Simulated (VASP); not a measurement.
Here is a VASP 6.6.1 calculation.

Contents of INCAR:

```
PREC = Accurate
ENCUT = 520
EDIFF = 1E-7
ISMEAR = 0
SIGMA = 0.15
LREAL = F
LASPH = T
NELM = 150
ALGO = Fast
ISIF = 2
LWAVE = F
LCHARG = F
ISPIN = 2
MAGMOM = 2.44
LORBIT = 11
LMAXMIX = 4
GGA = PE
NBANDS = 14
```

The input KPOINTS:

```
Automatic mesh
0
Gamma
  12 12 12
```

The input POSCAR:

```
Fe
1.0
   -1.3430821214      1.3430821214      1.4473052941
    1.3430821214     -1.3430821214      1.4473052941
    1.3430821214      1.3430821214     -1.4473052941
Fe
1
Direct
    0.0000000000      0.0000000000      0.0000000000
```

Potentials or basis: VASP PAW PBE potentials, release 64 (Fe).

The run is started by

```console
$ cat potpaw_PBE.64/Fe/POTCAR > POTCAR
$ mpirun -np 1 vasp_std > vasp.out
```

Question: What does it give for the net moment?

Answer: 2.03 μB per cell.

Question: Estimate the band gap on the k mesh.

Answer: Zero (filled and empty bands overlap).

Question: Estimate the site moments.

Answer: Fe +2.02 μB.

Stress tensor (GPa, compression positive):
```
23.14  0.00  0.00
 0.00 23.14  0.00
 0.00  0.00 11.99
```
